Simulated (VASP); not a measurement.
# ZnCu in VASP: further runs

The runs below take ZnCu through single point, with r2SCAN.

Everything below comes from runs of VASP 6.6.1. Logs are shortened: lines on timing, memory, paths and dates and some standing lists are left out, and cuts for length are marked.

## Step 1: The cell of the first run

It takes space group Cmmm (No. 65, orthorhombic). Conventional cell: a = 4.088 Å, b = 4.171 Å, c = 2.920 Å, α = 90.00°, β = 90.00°, γ = 90.00°. Zn (site symmetry mmm) has 8 Cu at 2.51 to 2.55 Å and 6 Zn at 2.92 Å within 3.3 Å. Within 3.3 Å of Cu (site symmetry mmm) lie 8 Zn at 2.51 to 2.55 Å and 6 Cu at 2.92 Å.

## Step 2: Single point, r2SCAN

The input, POSCAR:

```
ZnCu
1.0
    2.9200023228      0.0000000000     -0.0292000232
    0.0000000000      2.9200023228      0.0000000000
   -0.0292000232      0.0000000000      2.9200023228
Zn Cu
1 1
Direct
    0.5000000000      0.5000000000      0.5000000000
    0.0000000000      0.0000000000      0.0000000000
```

The input, INCAR.step1:

```
SYSTEM = ZnCu
  ALGO = Normal
  EDIFF = 1E-4
  ENCUT = 520
  GGA = PE
  ISMEAR = 0
  LASPH = .TRUE.
  LCHARG = .FALSE.
  LREAL = .FALSE.
  LWAVE = .TRUE.
  NBANDS = 18
  NELM = 80
  PREC = Accurate
  SIGMA = 0.05
```

The input, INCAR.step2:

```
SYSTEM = ZnCu
  ALGO = Normal
  EDIFF = 1E-6
  ENCUT = 520
  ISIF = 2
  ISMEAR = 0
  ISTART = 1
  LASPH = .TRUE.
  LCHARG = .FALSE.
  LMIXTAU = .TRUE.
  LREAL = .FALSE.
  LWAVE = .FALSE.
  METAGGA = R2SCAN
  NBANDS = 18
  NELM = 80
  PREC = Accurate
  SIGMA = 0.05
```

The input, KPOINTS:

```
k-points
0
G
  12 12 12
  0 0 0
```

Potentials or basis: VASP PAW PBE potentials, release 64 (Zn, Cu).

Started as:

```sh
$ cat potpaw_PBE.64/Zn/POTCAR potpaw_PBE.64/Cu/POTCAR > POTCAR
$ cp INCAR.step1 INCAR
$ mpirun -np 1 vasp_std > vasp.out
$ cp INCAR.step2 INCAR
$ mpirun -np 1 vasp_std > vasp.out
```

OUTCAR:

```text
SYSTEM = ZnCu
   EDIFF = 1E-6
   ENCUT = 520
   ISIF = 2
   ISMEAR = 0
   ISTART = 1
   LASPH = .TRUE.
   LREAL = .FALSE.
   METAGGA = R2SCAN
   NELM = 80
   PREC = Accurate

 ion  position               nearest neighbor table
   1  0.500  0.500  0.500-   2 2.51   2 2.51   2 2.51   2 2.51   2 2.55   2 2.55   2 2.55   2 2.55

   2  0.000  0.000  0.000-   1 2.51   1 2.51   1 2.51   1 2.51   1 2.55   1 2.55   1 2.55   1 2.55

  LATTYP: Found a base centered orthorhombic cell.
 ALAT       =     4.0882118182
 B/A-ratio  =     1.0202020202
 C/A-ratio  =     0.7142492739

  Lattice vectors:

 A1 = (  -0.0292000232,   0.0000000000,   2.9200023228)
 A2 = (   2.9200023228,   0.0000000000,  -0.0292000232)
 A3 = (   0.0000000000,   2.9200023228,   0.0000000000)

Analysis of symmetry for initial positions (statically):
=====================================================================
 Subroutine PRICEL returns:
 Original cell was already a primitive cell.

 Routine SETGRP: Setting up the symmetry group for a
 base centered orthorhombic supercell.

 Subroutine GETGRP returns: Found  8 space group operations
 (whereof  8 operations were pure point group operations)
 out of a pool of  8 trial point group operations.

The static configuration has the point symmetry D_2h.

Analysis of symmetry for dynamics (positions and initial velocities):
=====================================================================
 Subroutine PRICEL returns:
 Original cell was already a primitive cell.

 Routine SETGRP: Setting up the symmetry group for a
 base centered orthorhombic supercell.

 Subroutine GETGRP returns: Found  8 space group operations
 (whereof  8 operations were pure point group operations)
 out of a pool of  8 trial point group operations.

The dynamic configuration has the point symmetry D_2h.

 Subroutine INISYM returns: Found  8 space group operations
 (whereof  8 operations are pure point group operations),
 and found     1 'primitive' translations

----------------------------------------------------------------------------------------

                                     Primitive cell

  volume of cell :      24.8947

  direct lattice vectors                    reciprocal lattice vectors
     2.920002323  0.000000000 -0.029200023     0.342499731  0.000000000  0.003424997
     0.000000000  2.920002323  0.000000000     0.000000000  0.342465481  0.000000000
    -0.029200023  0.000000000  2.920002323     0.003424997  0.000000000  0.342499731

  length of vectors
     2.920148319  2.920002323  2.920148319     0.342516856  0.342465481  0.342516856

  position of ions in fractional coordinates (direct lattice)
     0.500000000  0.500000000  0.500000000
     0.000000000  0.000000000  0.000000000

  ion indices of the primitive-cell ions
   primitive index   ion index
                 1           1
                 2           2

----------------------------------------------------------------------------------------

 KPOINTS: k-points

Automatic generation of k-mesh.
 Grid dimensions read from file:
 generate k-points for:   12   12   12

 Generating k-lattice:

  Cartesian coordinates                     Fractional coordinates (reciprocal lattice)
     0.028541644  0.000000000  0.000285416     0.083333333  0.000000000  0.000000000
     0.000000000  0.028538790  0.000000000     0.000000000  0.083333333  0.000000000
     0.000285416  0.000000000  0.028541644     0.000000000  0.000000000  0.083333333

  Length of vectors
     0.028543071  0.028538790  0.028543071

  Shift w.r.t. Gamma in fractional coordinates (k-lattice)
     0.000000000  0.000000000  0.000000000

 Subroutine IBZKPT returns following result:
 ===========================================

 Found    301 irreducible k-points:

 Following reciprocal coordinates:
            Coordinates               Weight
  0.000000  0.000000  0.000000      1.000000
  0.083333  0.000000 -0.000000      4.000000
  0.166667  0.000000  0.000000      4.000000
  0.250000  0.000000  0.000000      4.000000
  0.333333  0.000000  0.000000      4.000000
  0.416667  0.000000  0.000000      4.000000
[... 16 lines left out ...]
  0.083333  0.250000 -0.000000      8.000000
  0.166667  0.250000  0.000000      8.000000
 [... further k-points ...]
   k-points           NKPTS =    301   k-points in BZ     NKDIM =    301   number of bands    NBANDS=     18
   number of dos      NEDOS =    301   number of ions     NIONS =      2
   total plane-waves  NPLWV =  13824
   dimension x,y,z NGX =    24 NGY =   24 NGZ =   24
   dimension x,y,z NGXF=    48 NGYF=   48 NGZF=   48
   ions per type =               1   1
   NGX,Y,Z   is equivalent  to a cutoff of  13.66, 13.66, 13.66 a.u.
   NGXF,Y,Z  is equivalent  to a cutoff of  27.33, 27.33, 27.33 a.u.
 SYSTEM =  ZnCu
   PREC   = accura    normal or accurate (medium, high low for compatibility)
   ISTART =      1    job   : 0-new  1-cont  2-samecut
   ICHARG =      0    charge: 1-file 2-atom 10-const
   ISPIN  =      1    spin polarized calculation?
   LNONCOLLINEAR =      F non collinear calculations
   LSORBIT =      F    spin-orbit coupling
   LASPH  =      T    aspherical Exc in radial PAW
   ENCUT  =  520.0 eV  38.22 Ry    6.18 a.u.   5.43  5.43  5.43*2*pi/ulx,y,z
   NELM   =     80;   NELMIN=  2; NELMDL=  0     # of ELM steps
   EDIFF  = 0.1E-05   stopping-criterion for ELM
   LREAL  =      F    real-space projection
   EDIFFG = 0.1E-04   stopping-criterion for IOM
   NSW    =      0    number of steps for IOM
   IBRION =     -1    ionic relax: 0-MD 1-quasi-New 2-CG
   NFREE  =      0    steps in history (QN), initial steepest desc. (CG)
   ISIF   =      2    stress and relaxation
   ISYM   =      2    0-nonsym 1-usesym 2-fastsym
   POTIM  = 0.5000    time-step for ionic-motion
   TEBEG  =    0.0;   TEEND  =   0.0 temperature during run
   PSTRESS=    0.0 pullay stress
   NELECT =      23.0000    total number of electrons
   NUPDOWN=      -1.0000    fix difference up-down
   EMIN   =  10.00;   EMAX   =-10.00  energy-range for DOS
   EFERMI =   0.00;   METHOD = LEGACY
   ISMEAR =     0;   SIGMA  =   0.05  broadening in eV -4-tet -1-fermi 0-gaus
   EFERMI_NEDOS =   21; number of points for ismear=-14 and -15
   IALGO  =     38    algorithm
   IMIX   =      4    mixing-type and parameters
     AMIX     =   0.40;   BMIX     =  1.00
     AMIX_MAG =   1.60;   BMIX_MAG =  1.00
  volume/ion in A,a.u.               =      12.45        84.00
  Fermi-wavevector in a.u.,A,eV,Ry     =   1.594466  3.013105 34.590409  2.542323
  Thomas-Fermi vector in A             =   2.692536
   LORBIT       =      0    0 simple, 1 ext, 2 COOP (PROOUT), +10 PAW based schemes
   METAGGA = R2SCAN    functional components
   LHFCALC =     F    Hartree Fock is set to
   AEXX    =    0.0000 exact exchange contribution
   IVDW    =     0    specifies the selected vdW correction
   LEPSILON=     F    determine dielectric tensor
   LRPA    =     F    only Hartree local field effects (RPA)
 non-spin polarized calculation
 Gauss-broadening in eV      SIGMA  =   0.05
  energy-cutoff  :      520.00
  volume of cell :       24.89
 maximum number of plane-waves:       690
 NGX is ok and might be reduce to    24
   NGX = 11   NGY = 11   NGZ = 11

 number of electron      22.9999985 magnetization

 Free energy of the ion-electron system (eV)
  ---------------------------------------------------
  ext. energy  EPLUGINS =         0.00000000
  ---------------------------------------------------
  free energy    TOTEN  =       -19.93204119 eV

  energy without entropy =      -19.93154128  energy(sigma->0) =      -19.93179124

 E-fermi :   5.5585     XC(G=0): -13.6926

 val. band max:        5.5314391105   @ k =   0.5000   0.4167   0.2500
 cond. band min:       5.5684040133   @ k =   0.3333   0.3333   0.0000
 fundamental gap:      0.0369649028
 Fermi energy:         5.5584778402

 k-point     1 :       0.0000    0.0000    0.0000
  band No.  band energies     occupation
      1      -5.3518      2.00000
      2      -2.6393      2.00000
      3      -2.6380      2.00000
      4      -1.8840      2.00000
      5      -1.8652      2.00000
      6      -1.8458      2.00000
[... 10 lines left out ...]
     17      19.2118      0.00000
     18      29.9532      0.00000

 k-point     2 :       0.0833    0.0000   -0.0000
  band No.  band energies     occupation
      1      -5.2182      2.00000
      2      -2.6227      2.00000
      3      -2.6094      2.00000
      4      -1.8883      2.00000
      5      -1.8771      2.00000
      6      -1.8475      2.00000
[... 10 lines left out ...]
     17      19.9884      0.00000
     18      28.6192      0.00000

 k-point     3 :       0.1667    0.0000    0.0000
  band No.  band energies     occupation
      1      -4.8235      2.00000
      2      -2.5775      2.00000
      3      -2.5260      2.00000
      4      -1.9130      2.00000
      5      -1.9094      2.00000
      6      -1.8389      2.00000
[... 10 lines left out ...]
     17      22.5723      0.00000
     18      26.4596      0.00000

 k-point     4 :       0.2500    0.0000    0.0000
  band No.  band energies     occupation
      1      -4.1936      2.00000
      2      -2.5147      2.00000
      3      -2.3903      2.00000
      4      -1.9547      2.00000
      5      -1.9532      2.00000
      6      -1.8190      2.00000
[... 10 lines left out ...]
     17      24.3404      0.00000
     18      24.6892      0.00000

 k-point     5 :       0.3333    0.0000    0.0000
  band No.  band energies     occupation
      1      -3.4214      2.00000
      2      -2.4504      2.00000
      3      -2.1584      2.00000
      4      -1.9978      2.00000
      5      -1.9961      2.00000
      6      -1.7971      2.00000
[... 10 lines left out ...]
     17      22.2810      0.00000
     18      22.4564      0.00000

 k-point     6 :       0.4167    0.0000    0.0000
  band No.  band energies     occupation
      1      -2.8353      2.00000
      2      -2.4023      2.00000
      3      -2.0294      2.00000
      4      -2.0290      2.00000
      5      -1.7807      2.00000
      6      -1.5903      2.00000
[... 10 lines left out ...]
     17      20.3887      0.00000
     18      20.3939      0.00000

 k-point     7 :       0.5000    0.0000    0.0000
  band No.  band energies     occupation
      1      -2.6789      2.00000
      2      -2.3846      2.00000
      3      -2.0410      2.00000
      4      -2.0402      2.00000
      5      -1.7746      2.00000
      6      -0.9092      2.00000
[... 10 lines left out ...]
     17      19.6740      0.00000
     18      21.1595      0.00000

 k-point     8 :       0.0000    0.0833    0.0000
  band No.  band energies     occupation
      1      -5.2182      2.00000
      2      -2.6217      2.00000
      3      -2.6103      2.00000
      4      -1.8954      2.00000
      5      -1.8593      2.00000
      6      -1.8583      2.00000
[... 10 lines left out ...]
     17      19.9851      0.00000
     18      28.9025      0.00000
[... 229 lines left out ...]
     17      22.6879      0.00000
     18      23.8322      0.00000

 k-point    20 :       0.4167    0.1667    0.0000
  band No.  band energies     occupation
      1      -2.6612      2.00000
      2      -2.3710      2.00000
      3      -2.2392      2.00000
      4      -2.0548      2.00000
      5      -1.8760      2.00000
      6      -1.0424      2.00000
[... 10 lines left out ...]
     17      20.7791      0.00000
     18      22.4904      0.00000

 k-point    21 :       0.5000    0.1667    0.0000
  band No.  band energies     occupation
      1      -2.5390      2.00000
      2      -2.3644      2.00000
      3      -2.2549      2.00000
      4      -2.0676      2.00000
      5      -1.8760      2.00000
      6      -0.1537      2.00000
[... 10 lines left out ...]
     17      20.7284      0.00000
     18      21.5479      0.00000

 k-point    22 :       0.0000    0.2500    0.0000
  band No.  band energies     occupation
      1      -4.1939      2.00000
      2      -2.5139      2.00000
      3      -2.3907      2.00000
      4      -1.9687      2.00000
      5      -1.9381      2.00000
      6      -1.8207      2.00000
[... 10 lines left out ...]
     17      24.6621      0.00000
     18      24.7206      0.00000

 k-point    23 :       0.0833    0.2500   -0.0000
  band No.  band energies     occupation
      1      -4.0737      2.00000
      2      -2.4947      2.00000
      3      -2.3745      2.00000
      4      -1.9723      2.00000
      5      -1.9440      2.00000
      6      -1.8357      2.00000
[... 10 lines left out ...]
     17      22.2965      0.00000
     18      24.7906      0.00000

 k-point    24 :       0.1667    0.2500    0.0000
  band No.  band energies     occupation
      1      -3.7313      2.00000
      2      -2.4538      2.00000
      3      -2.3156      2.00000
      4      -1.9785      2.00000
      5      -1.9511      2.00000
      6      -1.8743      2.00000
[... 10 lines left out ...]
     17      23.0863      0.00000
     18      24.9938      0.00000

 [... further k-points ...]

------------------------ aborting loop because EDIFF is reached ----------------------------------------

  FORCE on cell =-STRESS in cart. coord.  units (eV):
  Direction    XX          YY          ZZ          XY          YZ          ZX
  --------------------------------------------------------------------------------------
  -------------------------------------------------------------------------------------
  Total        0.1114407      0.1314958      0.1114407      0.0000000      0.0000000      0.2878456
  in kB        7.1721326      8.4628451      7.1721326      0.0000000      0.0000000     18.5252458
  external PRESSURE =       7.6023701 kB  Pullay stress =       0.0000000 kB

 VOLUME and BASIS-vectors are now :
 -----------------------------------------------------------------------------
  energy-cutoff  :      520.00
  volume of cell :       24.89
      direct lattice vectors                 reciprocal lattice vectors
     2.920002323  0.000000000 -0.029200023     0.342499731  0.000000000  0.003424997
     0.000000000  2.920002323  0.000000000     0.000000000  0.342465481  0.000000000
    -0.029200023  0.000000000  2.920002323     0.003424997  0.000000000  0.342499731

 POSITION                                       TOTAL-FORCE (eV/Angst)
 -----------------------------------------------------------------------------------
      1.44540      1.46000      1.44540        -0.000000      0.000000      0.000000
      0.00000      0.00000      0.00000         0.000000      0.000000      0.000000
 -----------------------------------------------------------------------------------
    total drift:                                0.000000      0.000000     -0.000000

  FREE ENERGIE OF THE ION-ELECTRON SYSTEM (eV)
  ---------------------------------------------------
  free  energy   TOTEN  =       -19.9320411871 eV

  energy  without entropy=      -19.9315412843  energy(sigma->0) =      -19.93179124
```

Wall time 5.5 min (1 thread of Oxide Virtual Turin-like, shared host); peak memory 0.22 GiB.

Results:

| Quantity | Value |
| --- | --- |
| Free energy | -19.9320 eV |
| Pressure | 0.8 GPa |
| Band gap on the k mesh | zero (an odd number of electrons rules out a gap without spin polarisation) |

Levels at points of the mesh, in eV from the Fermi level:
| k point | band 9 | band 10 | band 11 | band 12 | band 13 | band 14 | band 15 | band 16 |
| --- | --- | --- | --- | --- | --- | --- | --- | --- |
| (0.00, 0.00, 0.00) | -2.83 | -2.83 | -2.83 | 6.71 | 6.78 | 6.86 | 11.73 | 11.74 |
| (0.50, 0.00, 0.00) | -3.41 | -3.41 | -2.91 | -2.05 | 12.59 | 12.63 | 13.12 | 13.21 |
| (0.00, 0.50, 0.00) | -3.44 | -3.39 | -2.91 | -2.05 | 12.60 | 12.66 | 13.17 | 13.25 |
| (0.50, 0.50, 0.00) | -2.99 | -2.59 | -2.03 | -2.03 | 2.10 | 2.43 | 15.05 | 16.37 |
| (0.50, 0.00, 0.50) | -2.98 | -2.59 | -2.17 | -1.89 | 1.99 | 2.54 | 15.11 | 16.42 |
| (0.50, 0.50, 0.50) | -2.57 | -2.57 | 4.37 | 4.44 | 4.68 | 4.74 | 4.79 | 4.86 |

Caveat: the PAW data sets were made with another functional, which shifts forces and pressure a little.

## Step 3: Single point, r2SCAN

The input, POSCAR:

```
ZnCu
1.0
    2.9200023228      0.0000000000      0.0000000000
    0.0000000000      2.9200023228      0.0000000000
    0.0000000000      0.0000000000      2.9200023228
Zn Cu
1 1
Direct
    0.5000000000      0.5000000000      0.5000000000
    0.0000000000      0.0000000000      0.0000000000
```

The input, INCAR.step1:

```
SYSTEM = ZnCu
  PREC = Accurate
  ENCUT = 520
  ISMEAR = 0
  SIGMA = 0.05
  LREAL = .FALSE.
  LASPH = .TRUE.
  NELM = 80
  ISYM = 0
  NBANDS = 18
  GGA = PE
  ALGO = Normal
  EDIFF = 1E-4
  LWAVE = .TRUE.
  LCHARG = .FALSE.
```

The input, INCAR.step2:

```
SYSTEM = ZnCu
  PREC = Accurate
  ENCUT = 520
  EDIFF = 1E-6
  ISMEAR = 0
  SIGMA = 0.05
  LREAL = .FALSE.
  LASPH = .TRUE.
  NELM = 80
  ALGO = Normal
  ISIF = 2
  LWAVE = .FALSE.
  LCHARG = .FALSE.
  METAGGA = R2SCAN
  LMIXTAU = .TRUE.
  ISYM = 0
  NBANDS = 18
  ISTART = 1
```

The input, KPOINTS:

```
Automatic mesh
0
G
  12 12 12
  0 0 0
```

Potentials or basis: VASP PAW PBE potentials, release 64 (Zn, Cu).

Started as:

```sh
$ cat potpaw_PBE.64/Zn/POTCAR potpaw_PBE.64/Cu/POTCAR > POTCAR
$ cp INCAR.step1 INCAR
$ mpirun -np 1 vasp_std > vasp.out
$ cp INCAR.step2 INCAR
$ mpirun -np 1 vasp_std > vasp.out
```

Wall time 15 min (1 thread of Oxide Virtual Turin-like, shared host); peak memory 0.45 GiB.

The run converged. Its results:

| Property | Result |
| --- | --- |
| Free energy | -19.9347 eV |
| Pressure | 0.7 GPa |
| Band gap on the k mesh | zero (an odd number of electrons rules out a gap without spin polarisation) |

Levels at points of the mesh, in eV from the Fermi level:
| k point | band 10 | band 11 | band 12 | band 13 | band 14 | band 15 |
| --- | --- | --- | --- | --- | --- | --- |
| (0.00, 0.00, 0.00) | -2.79 | -2.79 | 6.81 | 6.81 | 6.81 | 11.77 |
| (0.50, 0.00, 0.00) | -3.38 | -2.87 | -2.02 | 12.66 | 12.66 | 13.24 |
| (0.00, 0.50, 0.00) | -3.38 | -2.87 | -2.02 | 12.66 | 12.66 | 13.24 |
| (0.00, 0.00, 0.50) | -3.38 | -2.87 | -2.02 | 12.66 | 12.66 | 13.24 |
| (0.50, 0.50, 0.00) | -2.56 | -2.00 | -2.00 | 2.13 | 2.46 | 15.17 |
| (0.00, 0.50, 0.50) | -2.56 | -2.00 | -2.00 | 2.13 | 2.46 | 15.17 |
| (0.50, 0.00, 0.50) | -2.56 | -2.00 | -2.00 | 2.13 | 2.46 | 15.17 |
| (0.50, 0.50, 0.50) | -2.54 | 4.62 | 4.62 | 4.62 | 4.67 | 4.85 |

Caveat: the PAW data sets were made with another functional, which shifts forces and pressure a little.

The gap in the log of VASP goes by the Fermi energy; the results here count the filled bands.